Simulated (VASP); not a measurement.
Re: electric field gradients with PBEsol

Re:

```
CELL_PARAMETERS angstrom
2.63715 0.00000 0.00000
-1.31858 2.28384 0.00000
0.00000 0.00000 4.21677
ATOMIC_POSITIONS crystal
Re 0.33333 0.66667 0.25000
Re 0.66667 0.33333 0.75000
```

```yaml
Program: VASP 6.6.1
Task: electric field gradients
Functional: PBEsol
Potentials_or_basis: VASP PAW PBE potentials, release 64 (Re)
Cutoff: 520 eV
k_mesh: 18 × 18 × 10
Occupations: fermi-dirac, width 0.05 eV
Spin: no spin polarisation
Dipole_correction: no
Further_INCAR_settings: ALGO = Normal; EDIFF = 1e-08; NBANDS = 14
```

* Pressure: 74.0 GPa
* Band gap on the k mesh: zero (bands 7 and 8 overlap by 4.27 eV)
* Largest electric field gradient by atom: Re -105.7 V/Å²

Stress tensor (GPa, compression positive):
```
71.53  0.00  0.00
 0.00 71.53  0.00
 0.00  0.00 78.88
```

Levels at points of the mesh, in eV from the Fermi level:
```tsv
k point	band 3	band 4	band 5	band 6	band 7	band 8	band 9	band 10	band 11	band 12
(0.00, 0.00, 0.00)	-2.05	-2.05	-1.86	-0.95	-0.95	0.07	0.07	1.20	4.09	4.09
(0.50, 0.00, 0.00)	-6.40	-2.56	-1.74	-1.48	-0.58	4.86	5.57	5.58	7.52	8.58
(0.00, 0.00, 0.50)	-2.74	-2.74	-2.23	-2.23	-2.23	-2.23	3.17	3.17	3.17	3.17
(0.50, 0.00, 0.50)	-5.01	-5.01	0.38	0.38	1.34	1.34	5.27	5.27	5.91	5.91
```

Electric field gradients, principal values (V/Å²):
```csv
atom,least,middle,greatest (by size)
1 Re,52.852,52.853,-105.705
2 Re,52.852,52.853,-105.705
```

It took 110 s on 1 thread of Intel Xeon 8259CL, with other jobs on the host, peak memory 0.19 GiB.

Caveat: the stress differs along the axes, from 72 to 79 GPa; without QUAD_EFG the Cq values of the log hold for a quadrupole moment of 1 mb, not for the nuclei; the PAW data sets were made with another functional, which shifts forces and pressure a little; spin-orbit coupling is left out, which moves the levels of the heavy elements.
